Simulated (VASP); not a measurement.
Here is a VASP 6.6.1 calculation.

Contents of INCAR:

```
SYSTEM = Ga3N4
PREC = Accurate
ENCUT = 600
EDIFF = 1E-6
ISMEAR = 0
SIGMA = 0.1
LREAL = .False.
LASPH = .True.
NELM = 150
ALGO = Normal
ISIF = 3
LWAVE = .False.
LCHARG = .False.
ISPIN = 2
MAGMOM = 0 0 0 1 1 1 1
LORBIT = 11
GGA = PE
IBRION = 2
NSW = 90
EDIFFG = -0.04
```

KPOINTS

```
Automatic mesh
0
Gamma
  6 6 6
  0 0 0
```

The input POSCAR:

```
Ga3N4
1.0
   -2.2101373800      2.2101373800      4.3746112500
    2.2101373800     -2.2101373800      4.3746112500
    2.2101373800      2.2101373800     -4.3746112500
Ga N
3 4
Direct
    0.2500000000      0.7500000000      0.5000000000
    0.5000000000      0.5000000000      0.0000000000
    0.7500000000      0.2500000000      0.5000000000
    0.0000000000      0.5000000000      0.5000000000
    0.2441151400      0.2441151400      0.0000000000
    0.5000000000      0.0000000000      0.5000000000
    0.7558848600      0.7558848600      0.0000000000
```

Potentials or basis: VASP PAW PBE potentials, release 64 (Ga_d, N).

Command:

```bash
$ cat potpaw_PBE.64/Ga_d/POTCAR potpaw_PBE.64/N/POTCAR > POTCAR
$ mpirun -np 1 vasp_std > vasp.out
```

Task: What does it give for the site moments?

Result: Ga -0.01, +0.03; N +0.76, +0.30 μB.

Task: What does it give for the space group after relaxing (to 0.05 Å)?

Result: I4/mmm (No. 139).

Stress tensor (GPa, compression positive):
```
0.25 0.00 0.00
0.00 0.25 0.00
0.00 0.00 0.17
```
